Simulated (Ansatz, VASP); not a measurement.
**Two plane-wave programs on EuS**

The input INCAR:

```
PREC = Accurate
ENCUT = 520
EDIFF = 1E-8
ISMEAR = -1
SIGMA = 0.05
LREAL = F
LASPH = T
NELM = 200
ALGO = Normal
ISIF = 2
LWAVE = F
LCHARG = F
ISPIN = 2
MAGMOM = 7 0
LORBIT = 11
LMAXMIX = 6
GGA = PE
LEFG = T
NBANDS = 22
GGA_COMPAT = F
```

File KPOINTS:

```
regular mesh
0
Gamma
  10 10 10
```

File POSCAR:

```
EuS
1.0
    0.0000000000      2.9982257404      2.9982257404
    2.9982257404      0.0000000000      2.9982257404
    2.9982257404      2.9982257404      0.0000000000
Eu S
1 1
Direct
    0.0000000000      0.0000000000      0.0000000000
    0.5000000000      0.5000000000      0.5000000000
```

Input for Ansatz:

```yaml
crystal:
  lattice:
    - [0.0, 2.9982257404, 2.9982257404]
    - [2.9982257404, 0.0, 2.9982257404]
    - [2.9982257404, 2.9982257404, 0.0]
  atoms:
    - { symbol: Eu, position: [0.0, 0.0, 0.0], spin: 7.0 }
    - { symbol: S, position: [0.5, 0.5, 0.5] }
magnetization:
  spin_polarized: true
kpoints:
  mp_grid: { grid: [10, 10, 10] }
scf:
  occupations: { method: fermi_dirac, width: 0.05 }
hamiltonian:
  xc: pbe
  pseudopotentials: { kind: paw }
output:
  forces: true
  stress: true
  eigenvalues: true
  efg: { contact_densities: true }
```

Change from the starting cell: volume scaled by 1.02, PAW files.

Alike in both runs: task electric field gradients; functional PBE; k mesh 10 × 10 × 10; occupations fermi-dirac, width 0.05 eV; collinear spin.

```csv
,VASP,Ansatz
version,VASP 6.6.1,Ansatz 0.2.0
potentials or method,"VASP PAW PBE potentials, release 64 (Eu, S)","PAW with Ansatz's default frozen-core files, scalar-relativistic"
plane-wave cutoff (eV),520,420
valence electrons in the cell,23,23
```

```tsv
	VASP	Ansatz	Ansatz less VASP
pressure (GPa)	-3.6	-3.3	+0.33
net moment per atom (μB)	3.49	3.49	+0.002
size of the moment on the site where the two differ most (μB)	6.59	6.77	+0.177
```

Site moments also hang on the region over which each program counts them. The functional is the same, so the differences come from potentials, cutoffs and numerics.

Spin-orbit coupling is off throughout.
